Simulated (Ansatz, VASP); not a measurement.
# Cu in VASP and in Ansatz

INCAR

```
  ALGO = Fast
  EDIFF = 1E-6
  ENCUT = 520
  GGA = PS
  ISIF = 2
  ISMEAR = 0
  LASPH = T
  LCHARG = F
  LREAL = F
  LWAVE = F
  NBANDS = 18
  NELM = 80
  PREC = Accurate
  SIGMA = 0.15
```

File KPOINTS:

```
k-points
0
Gamma
  20 20 18
```

POSCAR

```
Cu
1.0
    1.0810783139     -3.5239251767      0.0000000000
    1.0810783139      3.5239251767      0.0000000000
    0.0000000000      0.0000000000      2.4675572805
Cu
2
Direct
    0.1338543804      0.8661456196      0.2500000000
    0.8661456196      0.1338543804      0.7500000000
```

Input for Ansatz:

```yaml
crystal:
  lattice:
    - [1.0810783139, -3.5239251767, 0.0]
    - [1.0810783139, 3.5239251767, 0.0]
    - [0.0, 0.0, 2.4675572805]
  atoms:
    - { symbol: Cu, position: [0.1338543804, 0.8661456196, 0.25] }
    - { symbol: Cu, position: [0.8661456196, 0.1338543804, 0.75] }
basis:
  ecutwfc: 520.0
kpoints:
  mp_grid: { grid: [20, 20, 18] }
hamiltonian:
  xc: pbesol
  pseudopotentials: { kind: paw, azcp: { folder: soft_1 } }
scf:
  occupations: { method: gaussian, width: 0.15 }
output:
  forces: true
  stress: true
  eigenvalues: true
  write_density: true
  write_potential: true
  elf: true
  volumetric_format: npy
```

Change from the starting cell: normal strain along x -0.1100, normal strain along y -0.1100.

Alike in both runs: task single point; functional PBEsol; k mesh 20 × 20 × 18; occupations gaussian, width 0.15 eV; no spin polarisation.

|  | VASP | Ansatz |
| --- | --- | --- |
| version | VASP 6.6.1 | Ansatz 0.2.0 |
| potentials or method | VASP PAW PBE potentials, release 64 (Cu), cutoff 520 eV | scalar-relativistic, plane waves, PAW |
| valence electrons in the cell | 22 | 38 |

```tsv
	VASP	Ansatz	Ansatz less VASP
gap on the k mesh at the Fermi level (eV)	none	none	-
pressure (GPa)	68.2	66.7	-1.44
traceless stress, the component that is largest in VASP (GPa)	-25.30	-25.45	-0.143
rms of the force components (eV/Å)	0.311	0.303	-0.0087
```

VASP's potentials were made for PBE, not for PBEsol, and Ansatz warns of the same on its side. Atom by atom the forces differ by 0.009 eV/Å (rms over components). A gap of «none» marks a metal or a gap that the smearing closes. Both programs put the cell under a high pressure, so it lies far from rest at this level. VASP's potentials hold 22 valence electrons a cell and Ansatz's 38, so a difference there can come from the potentials and not from the codes.

Noted on VASP's run: the cell as given lies far from equilibrium.
